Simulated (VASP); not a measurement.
# FeO (C2/m) in VASP: single point with PBE+U

Aim: the single point of FeO with PBE+U.

Program: VASP 6.6.1. These are calculated values, not measurements. Logs are shortened: lines on timing, memory, paths and dates and some standing lists are left out, and cuts for length are marked.

### 1 The cell of the first run

It takes space group C2/m (No. 12, monoclinic). The conventional cell has a = 5.365 Å, b = 3.049 Å, c = 5.275 Å, α = 90.00°, β = 92.55°, γ = 90.00°. Within 2.9 Å of Fe (site symmetry 2/m) lie 6 O at 2.19 to 2.30 Å and 2 Fe at 2.64 Å. Fe (site symmetry 2/m) has 6 O at 2.17 to 2.21 Å and 2 Fe at 2.64 Å within 2.9 Å. Within 2.9 Å of O (site symmetry m) lie 6 Fe at 2.17 to 2.30 Å.

### 2 Single point, PBE+U, collinear spin, ferromagnetic start

File INCAR:

```
PREC     = Accurate       # precision mode
ENCUT    = 520            # plane-wave cutoff, eV
EDIFF    = 1E-6           # SCF threshold, eV
ISMEAR   = 0              # smearing method
SIGMA    = 0.05           # smearing width, eV
LREAL    = F              # projectors in reciprocal space
LASPH    = T              # aspherical terms in the spheres
NELM     = 150            # most SCF steps
ALGO     = Normal         # electronic algorithm
ISIF     = 2              # what is computed and relaxed
LWAVE    = F              # write WAVECAR
LCHARG   = T              # write CHGCAR
ISPIN    = 2              # spin polarisation
MAGMOM   = 4 4 0 0        # initial moments
LORBIT   = 11             # projections on sites
LMAXMIX  = 4              # l up to which the mixer works
LDAU     = T              # DFT+U
LDAUTYPE = 2            
LDAUL    = 2 -1           # shell
LDAUU    = 5.3 0          # U, eV
LDAUJ    = 0 0          
LDAUPRINT= 1            
GGA      = PE             # functional
LELF     = T              # ELF
LVHAR    = T            
NBANDS   = 26             # bands
```

File KPOINTS:

```
regular mesh
0
Gamma
  10 10 6
```

File POSCAR:

```
FeO
1.0
    2.6823620000     -1.5244300000      0.0000000000
    2.6823620000      1.5244300000      0.0000000000
   -0.2343110000      0.0000000000      5.2694490000
Fe O
2 2
Direct
    0.0000000000      0.0000000000      0.0000000000
    0.0000000000      0.0000000000      0.5000000000
    0.6645330000      0.6645330000      0.2557010000
    0.3354670000      0.3354670000      0.7442990000
```

Potentials or basis: VASP PAW PBE potentials, release 64 (Fe, O).

The run is started by

```
cat potpaw_PBE.64/Fe/POTCAR potpaw_PBE.64/O/POTCAR > POTCAR
mpirun -np 1 vasp_std > vasp.out
```

OUTCAR:

```text
PREC = Accurate
   ENCUT = 520
   EDIFF = 1E-6
   ISMEAR = 0
   LREAL = F
   LASPH = T
   NELM = 150
   ISIF = 2
   ISPIN = 2
   LORBIT = 11
   GGA = PE

 ion  position               nearest neighbor table
   1  0.000  0.000  0.000-   3 2.19   3 2.19   4 2.19   4 2.19   3 2.30   4 2.30   2 2.64   2 2.64

   2  0.000  0.000  0.500-   3 2.17   4 2.17   3 2.21   3 2.21   4 2.21   4 2.21   1 2.64   1 2.64

   3  0.665  0.665  0.256-   2 2.17   1 2.19   1 2.19   2 2.21   2 2.21   1 2.30
   4  0.335  0.335  0.744-   2 2.17   1 2.19   1 2.19   2 2.21   2 2.21   1 2.30

  LATTYP: Found a base centered monoclinic cell.
 ALAT       =     5.3647240000
 B/A-ratio  =     0.5683162824
 C/A-ratio  =     0.9832110388
 COS(beta)  =    -0.0444220450

  Lattice vectors:

 A1 = (   2.6823620000,  -1.5244300000,   0.0000000000)
 A2 = (   2.6823620000,   1.5244300000,   0.0000000000)
 A3 = (  -0.2343110000,   0.0000000000,   5.2694490000)

Analysis of symmetry for initial positions (statically):
=====================================================================
 Subroutine PRICEL returns:
 Original cell was already a primitive cell.

 Routine SETGRP: Setting up the symmetry group for a
 base centered monoclinic supercell.

 Subroutine GETGRP returns: Found  4 space group operations
 (whereof  4 operations were pure point group operations)
 out of a pool of  4 trial point group operations.

The static configuration has the point symmetry C_2h.

Analysis of symmetry for dynamics (positions and initial velocities):
=====================================================================
 Subroutine PRICEL returns:
 Original cell was already a primitive cell.

 Routine SETGRP: Setting up the symmetry group for a
 base centered monoclinic supercell.

 Subroutine GETGRP returns: Found  4 space group operations
 (whereof  4 operations were pure point group operations)
 out of a pool of  4 trial point group operations.

The dynamic configuration has the point symmetry C_2h.

Analysis of structural, dynamic, and magnetic symmetry:
=====================================================================
 Subroutine PRICEL returns:
 Original cell was already a primitive cell.

 Routine SETGRP: Setting up the symmetry group for a
 base centered monoclinic supercell.

 Subroutine GETGRP returns: Found  4 space group operations
 (whereof  4 operations were pure point group operations)
 out of a pool of  4 trial point group operations.

The overall configuration has the point symmetry C_2h.

 Subroutine INISYM returns: Found  4 space group operations
 (whereof  4 operations are pure point group operations),
 and found     1 'primitive' translations

----------------------------------------------------------------------------------------

                                     Primitive cell

  volume of cell :      43.0943

  direct lattice vectors                    reciprocal lattice vectors
     2.682362000 -1.524430000  0.000000000     0.186402879 -0.327991446  0.008288579
     2.682362000  1.524430000  0.000000000     0.186402879  0.327991446  0.008288579
[... 141 lines left out ...]
  0.0000  0.0000  0.0021 -0.0171  0.9824

spin component  2

  0.0413  0.0329  0.0000  0.0000  0.0000
  0.0329  0.0807  0.0000  0.0000  0.0000
  0.0000  0.0000  0.5594 -0.2756 -0.3653
  0.0000  0.0000 -0.2756  0.1927  0.1680
  0.0000  0.0000 -0.3653  0.1680  0.3054

 occupancies and eigenvectors

  o =  0.0226  v =  0.0000  0.0000  0.0000  0.0000  0.0000 -0.8700  0.4931  0.0000  0.0000  0.0000      0.0000  0.0000  0.0000  0.0000  0.0000  0.0000  0.0000  0.0000  0.0000  0.0000
  o =  0.0294  v =  0.0000  0.0000  0.0000  0.0000  0.0000  0.0000  0.0000  0.6468  0.5648  0.5124      0.0000  0.0000  0.0000  0.0000  0.0000  0.0000  0.0000  0.0000  0.0000  0.0000
  o =  0.0729  v =  0.0000  0.0000  0.0000  0.0000  0.0000  0.0000  0.0000  0.0976 -0.7277  0.6790      0.0000  0.0000  0.0000  0.0000  0.0000  0.0000  0.0000  0.0000  0.0000  0.0000
  o =  0.0993  v =  0.0000  0.0000  0.0000  0.0000  0.0000  0.4931  0.8700  0.0000  0.0000  0.0000      0.0000  0.0000  0.0000  0.0000  0.0000  0.0000  0.0000  0.0000  0.0000  0.0000
  o =  0.9552  v =  0.0000  0.0000  0.0000  0.0000  0.0000  0.0000  0.0000 -0.7564  0.3892  0.5258      0.0000  0.0000  0.0000  0.0000  0.0000  0.0000  0.0000  0.0000  0.0000  0.0000
  o =  0.9682  v =  0.0000  0.0000 -0.5456  0.4934  0.6774  0.0000  0.0000  0.0000  0.0000  0.0000      0.0000  0.0000  0.0000  0.0000  0.0000  0.0000  0.0000  0.0000  0.0000  0.0000
  o =  0.9704  v = -0.8604  0.5097  0.0000  0.0000  0.0000  0.0000  0.0000  0.0000  0.0000  0.0000      0.0000  0.0000  0.0000  0.0000  0.0000  0.0000  0.0000  0.0000  0.0000  0.0000
  o =  0.9742  v =  0.0000  0.0000  0.8380  0.3169  0.4441  0.0000  0.0000  0.0000  0.0000  0.0000      0.0000  0.0000  0.0000  0.0000  0.0000  0.0000  0.0000  0.0000  0.0000  0.0000
  o =  1.0060  v =  0.0000  0.0000 -0.0045 -0.8100  0.5864  0.0000  0.0000  0.0000  0.0000  0.0000      0.0000  0.0000  0.0000  0.0000  0.0000  0.0000  0.0000  0.0000  0.0000  0.0000
  o =  1.0183  v =  0.5097  0.8604  0.0000  0.0000  0.0000  0.0000  0.0000  0.0000  0.0000  0.0000      0.0000  0.0000  0.0000  0.0000  0.0000  0.0000  0.0000  0.0000  0.0000  0.0000

atom =   2  type =  1  l = 2

 onsite density matrix

spin component  1

  0.9871 -0.0203  0.0000  0.0000  0.0000
 -0.0203  0.9998  0.0000  0.0000  0.0000
  0.0000  0.0000  0.9711  0.0010 -0.0011
  0.0000  0.0000  0.0010  1.0060  0.0220
  0.0000  0.0000 -0.0011  0.0220  0.9862

spin component  2

  0.0491 -0.0301  0.0000  0.0000  0.0000
 -0.0301  0.0594  0.0000  0.0000  0.0000
  0.0000  0.0000  0.8350 -0.1468  0.2569
  0.0000  0.0000 -0.1468  0.1046 -0.0105
  0.0000  0.0000  0.2569 -0.0105  0.1326

 occupancies and eigenvectors

  o =  0.0238  v =  0.0000  0.0000  0.0000  0.0000  0.0000 -0.7648 -0.6442  0.0000  0.0000  0.0000      0.0000  0.0000  0.0000  0.0000  0.0000  0.0000  0.0000  0.0000  0.0000  0.0000
  o =  0.0259  v =  0.0000  0.0000  0.0000  0.0000  0.0000  0.0000  0.0000  0.3423  0.5364 -0.7714      0.0000  0.0000  0.0000  0.0000  0.0000  0.0000  0.0000  0.0000  0.0000  0.0000
  o =  0.0848  v =  0.0000  0.0000  0.0000  0.0000  0.0000 -0.6442  0.7648  0.0000  0.0000  0.0000      0.0000  0.0000  0.0000  0.0000  0.0000  0.0000  0.0000  0.0000  0.0000  0.0000
  o =  0.1030  v =  0.0000  0.0000  0.0000  0.0000  0.0000  0.0000  0.0000 -0.0311  0.8270  0.5613      0.0000  0.0000  0.0000  0.0000  0.0000  0.0000  0.0000  0.0000  0.0000  0.0000
  o =  0.9433  v =  0.0000  0.0000  0.0000  0.0000  0.0000  0.0000  0.0000 -0.9391  0.1682 -0.2998      0.0000  0.0000  0.0000  0.0000  0.0000  0.0000  0.0000  0.0000  0.0000  0.0000
  o =  0.9700  v =  0.0000  0.0000  0.8014 -0.3284  0.4999  0.0000  0.0000  0.0000  0.0000  0.0000      0.0000  0.0000  0.0000  0.0000  0.0000  0.0000  0.0000  0.0000  0.0000  0.0000
  o =  0.9721  v = -0.8057 -0.5923  0.0000  0.0000  0.0000  0.0000  0.0000  0.0000  0.0000  0.0000      0.0000  0.0000  0.0000  0.0000  0.0000  0.0000  0.0000  0.0000  0.0000  0.0000
  o =  0.9731  v =  0.0000  0.0000  0.5981  0.4323 -0.6748  0.0000  0.0000  0.0000  0.0000  0.0000      0.0000  0.0000  0.0000  0.0000  0.0000  0.0000  0.0000  0.0000  0.0000  0.0000
  o =  1.0148  v = -0.5923  0.8057  0.0000  0.0000  0.0000  0.0000  0.0000  0.0000  0.0000  0.0000      0.0000  0.0000  0.0000  0.0000  0.0000  0.0000  0.0000  0.0000  0.0000  0.0000
  o =  1.0202  v =  0.0000  0.0000  0.0055  0.8398  0.5428  0.0000  0.0000  0.0000  0.0000  0.0000      0.0000  0.0000  0.0000  0.0000  0.0000  0.0000  0.0000  0.0000  0.0000  0.0000

 number of electron      28.0000025 magnetization       8.0000005

 Free energy of the ion-electron system (eV)
  ---------------------------------------------------
  ext. energy  EPLUGINS =         0.00000000
  ---------------------------------------------------
  free energy    TOTEN  =       -26.34818063 eV

  energy without entropy =      -26.34818063  energy(sigma->0) =      -26.34818063

 E-fermi :   4.2233     XC(G=0): -11.6293

 val. band max:        3.9859101519   @ k =  -0.1000   0.1000   0.0000
 cond. band min:       5.1983698511   @ k =   0.0000   0.0000   0.0000
 fundamental gap:      1.2124596993
 Fermi energy:         4.2233107993

 spin component 1

 k-point     1 :       0.0000    0.0000    0.0000
  band No.  band energies     occupation
      1     -14.3958      1.00000
      2     -13.4206      1.00000
      3      -3.2220      1.00000
      4      -2.5440      1.00000
      5      -2.4578      1.00000
      6      -1.8815      1.00000
[... 1385 lines left out ...]
     25      18.8396      0.00000
     26      21.2177      0.00000

 [... further k-points ...]

------------------------ aborting loop because EDIFF is reached ----------------------------------------

  FORCE on cell =-STRESS in cart. coord.  units (eV):
  Direction    XX          YY          ZZ          XY          YZ          ZX
  --------------------------------------------------------------------------------------
  -------------------------------------------------------------------------------------
  Total       -0.6319152      0.3867026     -1.2976785      0.0000000      0.0000000     -0.6438881
  in kB      -23.4935865     14.3769794    -48.2455910      0.0000000      0.0000000    -23.9387198
  external PRESSURE =     -19.1207327 kB  Pullay stress =       0.0000000 kB

 VOLUME and BASIS-vectors are now :
 -----------------------------------------------------------------------------
  energy-cutoff  :      520.00
  volume of cell :       43.09
      direct lattice vectors                 reciprocal lattice vectors
     2.682362000 -1.524430000  0.000000000     0.186402879 -0.327991446  0.008288579
     2.682362000  1.524430000  0.000000000     0.186402879  0.327991446  0.008288579
    -0.234311000  0.000000000  5.269449000     0.000000000  0.000000000  0.189773162

 POSITION                                       TOTAL-FORCE (eV/Angst)
 -----------------------------------------------------------------------------------
      0.00000      0.00000      0.00000        -0.000000      0.000000      0.000000
     -0.11716      0.00000      2.63472        -0.000000     -0.000000      0.000000
      3.50512      0.00000      1.34740        -0.017334      0.000000     -0.263192
      1.62529      0.00000      3.92205         0.017334      0.000000      0.263192
 -----------------------------------------------------------------------------------
    total drift:                               -0.000000     -0.000000     -0.000000

  FREE ENERGIE OF THE ION-ELECTRON SYSTEM (eV)
  ---------------------------------------------------
  free  energy   TOTEN  =       -26.3481806296 eV

  energy  without entropy=      -26.3481806296  energy(sigma->0) =      -26.34818063

 total charge

# of ion       s       p       d       tot
------------------------------------------
    1        0.284   0.331   6.095   6.710
    2        0.293   0.354   6.108   6.755
    3        1.551   3.439   0.000   4.990
    4        1.551   3.439   0.000   4.990
--------------------------------------------------
tot          3.680   7.564  12.202  23.445

 magnetization (x)

# of ion       s       p       d       tot
------------------------------------------
    1        0.028   0.022   3.752   3.802
    2        0.026   0.023   3.763   3.811
    3        0.018   0.120   0.000   0.138
    4        0.018   0.120   0.000   0.138
--------------------------------------------------
tot          0.089   0.286   7.515   7.890
```

Run time: 44 min. Hardware: 1 thread of Intel Xeon 8259CL, shared host; peak memory 0.4 GiB.

What came out:

- Free energy: -26.3482 eV
- Pressure: -1.9 GPa
- Largest force: 0.264 eV/Å
- Band gap on the k mesh: 1.21 eV (least direct gap 1.29 eV)
- Net moment: 8.00 μB per cell
- Site moments: Fe +3.80, +3.81; O +0.14 μB
- Valence electrons inside the program's atomic spheres: Fe 6.71, 6.75; O 4.99

Forces on the atoms (eV/Å):
```
Fe   0.000  0.000  0.000
Fe   0.000  0.000  0.000
O   -0.017  0.000 -0.263
O    0.017  0.000  0.263
```

Levels at points of the mesh, in eV from the valence-band top:
Spin up:
| k point | band 15 | band 16 | band 17 | band 18 | band 19 | band 20 | band 21 | band 22 |
| --- | --- | --- | --- | --- | --- | --- | --- | --- |
| (0.00, 0.00, 0.00) | -1.63 | -1.60 | -0.13 | -0.09 | 1.21 | 5.82 | 8.79 | 14.25 |
| (0.50, 0.00, 0.00) | -2.69 | -2.45 | -0.48 | -0.09 | 5.93 | 7.79 | 8.27 | 9.71 |
| (0.50, 0.50, 0.00) | -2.62 | -2.29 | -0.62 | -0.04 | 6.13 | 7.81 | 8.17 | 9.42 |
| (0.00, 0.00, 0.50) | -0.89 | -0.72 | -0.71 | -0.63 | 3.89 | 4.08 | 10.69 | 11.14 |
| (0.50, 0.00, 0.50) | -1.34 | -1.26 | -1.26 | -1.00 | 5.94 | 5.99 | 9.48 | 9.69 |
| (0.50, 0.50, 0.50) | -1.36 | -1.24 | -1.18 | -1.00 | 5.88 | 5.97 | 9.32 | 9.68 |
Spin down:
```
           k point  band 6  band 7  band 8  band 9  band 10  band 11  band 12  band 13  band 14  band 15
(0.00, 0.00, 0.00)   -2.45   -1.71   -1.35   -1.32    -0.07     2.08     2.88     3.22     3.46     3.87
(0.50, 0.00, 0.00)   -3.42   -2.63   -2.37   -1.99    -0.17     3.10     3.60     3.98     4.18     4.41
(0.50, 0.50, 0.00)   -3.52   -2.56   -2.28   -1.68    -0.30     2.90     3.91     4.12     4.40     4.47
(0.00, 0.00, 0.50)   -2.19   -2.01   -1.94   -0.99    -0.90     3.20     3.52     3.61     3.79     4.44
(0.50, 0.00, 0.50)   -3.10   -2.51   -2.46   -1.38    -0.62     3.16     3.58     3.99     4.25     4.55
(0.50, 0.50, 0.50)   -3.12   -2.50   -2.34   -1.25    -0.41     2.66     3.80     4.30     4.41     4.59
```

Eigenvalues of the final occupation matrices:
| site | spin | trace | eigenvalues |
| --- | --- | --- | --- |
| site 1 d | 1 | 4.94 | 0.97 0.97 0.97 1.01 1.02 |
| site 1 d | 2 | 1.18 | 0.02 0.03 0.07 0.10 0.96 |
| site 2 d | 1 | 4.95 | 0.97 0.97 0.97 1.01 1.02 |
| site 2 d | 2 | 1.18 | 0.02 0.03 0.08 0.10 0.94 |

Caveat: the stress differs along the axes, from -5 to 1 GPa; the run started ferromagnetic, and an antiferromagnetic order may lie lower in energy. The state reached can hang on the start; a lower one may exist.
